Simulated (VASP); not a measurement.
# MgS (F-43m) in VASP: single point with r2SCAN

Aim: the single point of MgS with r2SCAN.

Program: VASP 6.6.1. These are calculated values, not measurements. Logs are shortened: lines on timing, memory, paths and dates and some standing lists are left out, and cuts for length are marked.

### Step 1. The cell of the first run

It takes space group F-43m (No. 216, cubic). Conventional cell: a = 5.546 Å, b = 5.546 Å, c = 5.546 Å, α = 90.00°, β = 90.00°, γ = 90.00°. Within 3.2 Å of Mg (site symmetry -43m) lie 4 S at 2.40 Å. S (site symmetry -43m) has 4 Mg at 2.40 Å within 3.2 Å.

### Step 2. Single point, r2SCAN (21.33 Å³/atom)

The input, POSCAR:

```
MgS
1.0
    0.0000000000      2.7730876283      2.7730876283
    2.7730876283      0.0000000000      2.7730876283
    2.7730876283      2.7730876283      0.0000000000
Mg S
1 1
Direct
    0.0000000000      0.0000000000      0.0000000000
    0.2500000000      0.2500000000      0.2500000000
```

The input, INCAR.step1:

```
SYSTEM = MgS
  PREC = Accurate
  ENCUT = 920
  ISMEAR = 0
  SIGMA = 0.01
  LREAL = .False.
  LASPH = .True.
  NELM = 120
  NBANDS = 15
  GGA = PE
  ALGO = Normal
  EDIFF = 1E-5
  LWAVE = .True.
  LCHARG = .False.
  GGA_COMPAT = .False.
```

The input, INCAR.step2:

```
SYSTEM = MgS
  PREC = Accurate
  ENCUT = 920
  EDIFF = 1E-6
  ISMEAR = 0
  SIGMA = 0.01
  LREAL = .False.
  LASPH = .True.
  NELM = 120
  ALGO = Normal
  ISIF = 2
  LWAVE = .False.
  LCHARG = .True.
  METAGGA = R2SCAN
  LMIXTAU = .True.
  LELF = .True.
  LVHAR = .True.
  NBANDS = 15
  ISTART = 1
  GGA_COMPAT = .False.
```

The input, KPOINTS:

```
Automatic mesh
0
Gamma
  6 6 6
  0 0 0
```

Potentials or basis: VASP PAW PBE potentials, release 64 (Mg_sv, S).

The run is started by

```sh
cat potpaw_PBE.64/Mg_sv/POTCAR potpaw_PBE.64/S/POTCAR > POTCAR
cp INCAR.step1 INCAR
mpirun -np 1 vasp_std > vasp.out
cp INCAR.step2 INCAR
mpirun -np 1 vasp_std > vasp.out
```

OUTCAR:

```text
SYSTEM = MgS
   PREC = Accurate
   ENCUT = 920
   EDIFF = 1E-6
   ISMEAR = 0
   LREAL = .False.
   LASPH = .True.
   NELM = 120
   ISIF = 2
   METAGGA = R2SCAN
   ISTART = 1

 ion  position               nearest neighbor table
   1  0.000  0.000  0.000-   2 2.40   2 2.40   2 2.40   2 2.40
   2  0.250  0.250  0.250-   1 2.40   1 2.40   1 2.40   1 2.40

  LATTYP: Found a face centered cubic cell.
 ALAT       =     5.5461752566

  Lattice vectors:

 A1 = (   0.0000000000,   2.7730876283,   2.7730876283)
 A2 = (   2.7730876283,   0.0000000000,   2.7730876283)
 A3 = (   2.7730876283,   2.7730876283,   0.0000000000)

Analysis of symmetry for initial positions (statically):
=====================================================================
 Subroutine PRICEL returns:
 Original cell was already a primitive cell.

 Routine SETGRP: Setting up the symmetry group for a
 face centered cubic supercell.

 Subroutine GETGRP returns: Found 24 space group operations
 (whereof 24 operations were pure point group operations)
 out of a pool of 48 trial point group operations.

The static configuration has the point symmetry T_d .

Analysis of symmetry for dynamics (positions and initial velocities):
=====================================================================
 Subroutine PRICEL returns:
 Original cell was already a primitive cell.

 Routine SETGRP: Setting up the symmetry group for a
 face centered cubic supercell.

 Subroutine GETGRP returns: Found 24 space group operations
 (whereof 24 operations were pure point group operations)
 out of a pool of 48 trial point group operations.

The dynamic configuration has the point symmetry T_d .

 Subroutine INISYM returns: Found 24 space group operations
 (whereof 24 operations are pure point group operations),
 and found     1 'primitive' translations

----------------------------------------------------------------------------------------

                                     Primitive cell

  volume of cell :      42.6502

  direct lattice vectors                    reciprocal lattice vectors
     0.000000000  2.773087628  2.773087628    -0.180304436  0.180304436  0.180304436
     2.773087628  0.000000000  2.773087628     0.180304436 -0.180304436  0.180304436
     2.773087628  2.773087628  0.000000000     0.180304436  0.180304436 -0.180304436

  length of vectors
     3.921738134  3.921738134  3.921738134     0.312296443  0.312296443  0.312296443

  position of ions in fractional coordinates (direct lattice)
     0.000000000  0.000000000  0.000000000
     0.250000000  0.250000000  0.250000000

  ion indices of the primitive-cell ions
   primitive index   ion index
                 1           1
                 2           2

----------------------------------------------------------------------------------------

 KPOINTS: Automatic mesh

Automatic generation of k-mesh.
 Grid dimensions read from file:
 generate k-points for:    6    6    6

 Generating k-lattice:

  Cartesian coordinates                     Fractional coordinates (reciprocal lattice)
    -0.030050739  0.030050739  0.030050739     0.166666667  0.000000000  0.000000000
     0.030050739 -0.030050739  0.030050739     0.000000000  0.166666667  0.000000000
     0.030050739  0.030050739 -0.030050739     0.000000000  0.000000000  0.166666667

  Length of vectors
     0.052049407  0.052049407  0.052049407

  Shift w.r.t. Gamma in fractional coordinates (k-lattice)
     0.000000000  0.000000000  0.000000000

 Subroutine IBZKPT returns following result:
 ===========================================

 Found     16 irreducible k-points:

 Following reciprocal coordinates:
            Coordinates               Weight
  0.000000  0.000000  0.000000      1.000000
  0.166667  0.000000  0.000000      8.000000
  0.333333  0.000000  0.000000      8.000000
  0.500000  0.000000  0.000000      4.000000
  0.166667  0.166667  0.000000      6.000000
  0.333333  0.166667  0.000000     24.000000
[... 8 lines left out ...]
 -0.333333  0.333333  0.166667     24.000000
 -0.333333  0.500000  0.166667     12.000000
   k-points           NKPTS =     16   k-points in BZ     NKDIM =     16   number of bands    NBANDS=     15
   number of dos      NEDOS =    301   number of ions     NIONS =      2
   total plane-waves  NPLWV =  64000
   dimension x,y,z NGX =    40 NGY =   40 NGZ =   40
   dimension x,y,z NGXF=    80 NGYF=   80 NGZF=   80
   ions per type =               1   1
   NGX,Y,Z   is equivalent  to a cutoff of  16.96, 16.96, 16.96 a.u.
   NGXF,Y,Z  is equivalent  to a cutoff of  33.91, 33.91, 33.91 a.u.
 SYSTEM =  MgS
   PREC   = accura    normal or accurate (medium, high low for compatibility)
   ISTART =      1    job   : 0-new  1-cont  2-samecut
   ICHARG =      0    charge: 1-file 2-atom 10-const
   ISPIN  =      1    spin polarized calculation?
   LNONCOLLINEAR =      F non collinear calculations
   LSORBIT =      F    spin-orbit coupling
   LASPH  =      T    aspherical Exc in radial PAW
   ENCUT  =  920.0 eV  67.62 Ry    8.22 a.u.   9.70  9.70  9.70*2*pi/ulx,y,z
   NELM   =    120;   NELMIN=  2; NELMDL=  0     # of ELM steps
   EDIFF  = 0.1E-05   stopping-criterion for ELM
   LREAL  =      F    real-space projection
   EDIFFG = 0.1E-04   stopping-criterion for IOM
   NSW    =      0    number of steps for IOM
   IBRION =     -1    ionic relax: 0-MD 1-quasi-New 2-CG
   NFREE  =      0    steps in history (QN), initial steepest desc. (CG)
   ISIF   =      2    stress and relaxation
   ISYM   =      2    0-nonsym 1-usesym 2-fastsym
   POTIM  = 0.5000    time-step for ionic-motion
   TEBEG  =    0.0;   TEEND  =   0.0 temperature during run
   PSTRESS=    0.0 pullay stress
   NELECT =      16.0000    total number of electrons
   NUPDOWN=      -1.0000    fix difference up-down
   EMIN   =  10.00;   EMAX   =-10.00  energy-range for DOS
   EFERMI =   0.00;   METHOD = LEGACY
   ISMEAR =     0;   SIGMA  =   0.01  broadening in eV -4-tet -1-fermi 0-gaus
   EFERMI_NEDOS =   21; number of points for ismear=-14 and -15
   IALGO  =     38    algorithm
   IMIX   =      4    mixing-type and parameters
     AMIX     =   0.40;   BMIX     =  1.00
     AMIX_MAG =   1.60;   BMIX_MAG =  1.00
  volume/ion in A,a.u.               =      21.33       143.91
  Fermi-wavevector in a.u.,A,eV,Ry     =   1.180705  2.231208 18.967381  1.394063
  Thomas-Fermi vector in A             =   2.316992
   LORBIT       =      0    0 simple, 1 ext, 2 COOP (PROOUT), +10 PAW based schemes
   METAGGA = R2SCAN    functional components
   LHFCALC =     F    Hartree Fock is set to
   AEXX    =    0.0000 exact exchange contribution
   IVDW    =     0    specifies the selected vdW correction
   LEPSILON=     F    determine dielectric tensor
   LRPA    =     F    only Hartree local field effects (RPA)
 non-spin polarized calculation
 Gauss-broadening in eV      SIGMA  =   0.01
  energy-cutoff  :      920.00
  volume of cell :       42.65
 maximum number of plane-waves:      2733
   NGX = 19   NGY = 19   NGZ = 19

 number of electron      16.0000005 magnetization

 Free energy of the ion-electron system (eV)
  ---------------------------------------------------
  ext. energy  EPLUGINS =         0.00000000
  ---------------------------------------------------
  free energy    TOTEN  =       -15.44005170 eV

  energy without entropy =      -15.44005170  energy(sigma->0) =      -15.44005170

 E-fermi :   1.1524     XC(G=0):  -9.2212

 val. band max:        1.0505470040   @ k =   0.0000   0.0000   0.0000
 cond. band min:       5.3231633180   @ k =   0.5000   0.5000   0.0000
 fundamental gap:      4.2726163141
 Fermi energy:         1.1524434620

 k-point     1 :       0.0000    0.0000    0.0000
  band No.  band energies     occupation
      1     -75.3075      2.00000
      2     -40.4189      2.00000
      3     -40.4189      2.00000
      4     -40.4189      2.00000
      5     -10.9032      2.00000
      6       1.0505      2.00000
      7       1.0505      2.00000
      8       1.0505      2.00000
      9       5.5307      0.00000
     10       9.8301      0.00000
     11       9.8301      0.00000
     12       9.8301      0.00000
     13      12.6375      0.00000
     14      12.6375      0.00000
     15      16.2469      0.00000

 k-point     2 :       0.1667    0.0000    0.0000
  band No.  band energies     occupation
      1     -75.3074      2.00000
      2     -40.4199      2.00000
      3     -40.4191      2.00000
      4     -40.4191      2.00000
      5     -10.7276      2.00000
      6      -0.0486      2.00000
      7       0.9554      2.00000
      8       0.9554      2.00000
      9       6.5274      0.00000
     10       9.6371      0.00000
     11      10.0973      0.00000
     12      10.0973      0.00000
     13      12.0393      0.00000
     14      12.0393      0.00000
     15      14.9690      0.00000

 k-point     3 :       0.3333    0.0000    0.0000
  band No.  band energies     occupation
      1     -75.3073      2.00000
      2     -40.4218      2.00000
      3     -40.4194      2.00000
      4     -40.4194      2.00000
      5     -10.3324      2.00000
      6      -1.6303      2.00000
      7       0.7823      2.00000
      8       0.7823      2.00000
      9       7.1513      0.00000
     10       9.6971      0.00000
     11       9.6971      0.00000
     12      10.2391      0.00000
     13      13.1740      0.00000
     14      13.1740      0.00000
     15      14.3934      0.00000

 k-point     4 :       0.5000    0.0000    0.0000
  band No.  band energies     occupation
      1     -75.3073      2.00000
      2     -40.4227      2.00000
      3     -40.4195      2.00000
      4     -40.4195      2.00000
      5     -10.1053      2.00000
      6      -2.3085      2.00000
      7       0.7030      2.00000
      8       0.7030      2.00000
      9       7.0959      0.00000
     10       9.3607      0.00000
     11       9.3607      0.00000
     12      10.6377      0.00000
     13      15.1716      0.00000
     14      15.1716      0.00000
     15      15.4521      0.00000
[... 163 lines left out ...]
 k-point    14 :       0.5000    0.3333    0.1667
  band No.  band energies     occupation
      1     -75.3073      2.00000
      2     -40.4219      2.00000
      3     -40.4205      2.00000
      4     -40.4198      2.00000
      5     -10.0609      2.00000
      6      -1.5319      2.00000
      7      -0.3641      2.00000
      8       0.3056      2.00000
      9       7.3125      0.00000
     10       9.0464      0.00000
     11       9.4901      0.00000
     12      11.8673      0.00000
     13      12.8148      0.00000
     14      15.9956      0.00000
     15      16.6724      0.00000

 k-point    15 :      -0.3333    0.3333    0.1667
  band No.  band energies     occupation
      1     -75.3072      2.00000
      2     -40.4221      2.00000
      3     -40.4209      2.00000
      4     -40.4200      2.00000
      5      -9.9063      2.00000
      6      -1.6526      2.00000
      7      -0.7420      2.00000
      8       0.0849      2.00000
      9       7.3488      0.00000
     10       9.0166      0.00000
     11      10.4928      0.00000
     12      11.2683      0.00000
     13      13.5011      0.00000
     14      15.4611      0.00000
     15      16.5969      0.00000

 k-point    16 :      -0.3333    0.5000    0.1667
  band No.  band energies     occupation
      1     -75.3073      2.00000
      2     -40.4223      2.00000
      3     -40.4208      2.00000
      4     -40.4204      2.00000
      5      -9.8375      2.00000
      6      -1.6003      2.00000
      7      -0.6391      2.00000
      8      -0.3128      2.00000
      9       6.5004      0.00000
     10       8.7251      0.00000
     11      11.4582      0.00000
     12      11.6100      0.00000
     13      15.1853      0.00000
     14      16.0190      0.00000
     15      16.3451      0.00000

------------------------ aborting loop because EDIFF is reached ----------------------------------------

  FORCE on cell =-STRESS in cart. coord.  units (eV):
  Direction    XX          YY          ZZ          XY          YZ          ZX
  --------------------------------------------------------------------------------------
  -------------------------------------------------------------------------------------
  Total        1.1535703      1.1535703      1.1535703      0.0000000      0.0000000      0.0000000
  in kB       43.3345098     43.3345098     43.3345098      0.0000000      0.0000000      0.0000000
  external PRESSURE =      43.3345098 kB  Pullay stress =       0.0000000 kB

 VOLUME and BASIS-vectors are now :
 -----------------------------------------------------------------------------
  energy-cutoff  :      920.00
  volume of cell :       42.65
      direct lattice vectors                 reciprocal lattice vectors
     0.000000000  2.773087628  2.773087628    -0.180304436  0.180304436  0.180304436
     2.773087628  0.000000000  2.773087628     0.180304436 -0.180304436  0.180304436
     2.773087628  2.773087628  0.000000000     0.180304436  0.180304436 -0.180304436

 POSITION                                       TOTAL-FORCE (eV/Angst)
 -----------------------------------------------------------------------------------
      0.00000      0.00000      0.00000         0.000000      0.000000      0.000000
      1.38654      1.38654      1.38654        -0.000000     -0.000000     -0.000000
 -----------------------------------------------------------------------------------
    total drift:                                0.000000      0.000000     -0.000000

  FREE ENERGIE OF THE ION-ELECTRON SYSTEM (eV)
  ---------------------------------------------------
  free  energy   TOTEN  =       -15.4400517041 eV

  energy  without entropy=      -15.4400517041  energy(sigma->0) =      -15.44005170
```

It took 74 s on 1 thread of Intel Xeon Platinum 8375C at 2.90GHz (Ice Lake), shared host; peak memory 0.26 GiB.

What came out:

| Quantity | Value |
| --- | --- |
| Free energy | -15.4401 eV |
| Pressure | 4.3 GPa |
| Band gap on the k mesh | 4.27 eV (least direct gap 4.48 eV) |

Levels at points of the mesh, in eV from the valence-band top:
```csv
k point,band 4,band 5,band 6,band 7,band 8,band 9,band 10,band 11,band 12,band 13
"(0.00, 0.00, 0.00)",-41.47,-11.95,0.00,0.00,0.00,4.48,8.78,8.78,8.78,11.59
"(0.50, 0.00, 0.00)",-41.47,-11.16,-3.36,-0.35,-0.35,6.05,8.31,8.31,9.59,14.12
"(0.50, 0.50, 0.00)",-41.47,-10.90,-2.99,-1.12,-1.12,4.27,6.36,12.82,13.83,13.83
```

Caveat: the cell stands under pressure; the structure was generated, so it needn't be the stable form of MgS; the PAW data sets were made with another functional, which shifts forces and pressure a little. A k mesh can miss the band edges.
